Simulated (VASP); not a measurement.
## TePb: phonons with r2SCAN

TePb:

```
CELL_PARAMETERS angstrom
0.00000 3.26716 3.26716
3.26716 0.00000 3.26716
3.26716 3.26716 0.00000
ATOMIC_POSITIONS crystal
Pb 0.00000 0.00000 0.00000
Te 0.50000 0.50000 0.50000
```

```
Program                : VASP 6.6.1
Task                   : phonons
Functional             : r2SCAN
Potentials or basis    : VASP PAW PBE potentials, release 64 (Pb_d, Te)
Cutoff                 : 550 eV
k mesh                 : 12 × 12 × 12
Occupations            : gaussian, width 0.01 eV
Spin                   : no spin polarisation
Dipole correction      : no
Further INCAR settings : ALGO = Normal; EDIFF = 1e-08; IBRION = 6; POTIM = 0.015; NSW = 1
```

* Highest phonon frequency at Γ, LO-TO splitting left out: 22 cm⁻¹

Phonon frequencies in cm⁻¹ (negative: imaginary):
| q point | frequencies |
| --- | --- |
| (0.000, 0.000, 0.000) | 0 0 0 22 22 22 |

Wall time 15 min on 1 thread of Intel(R) Xeon(R) 6975P-C (Granite Rapids) (shared host), peak memory 0.46 GiB.
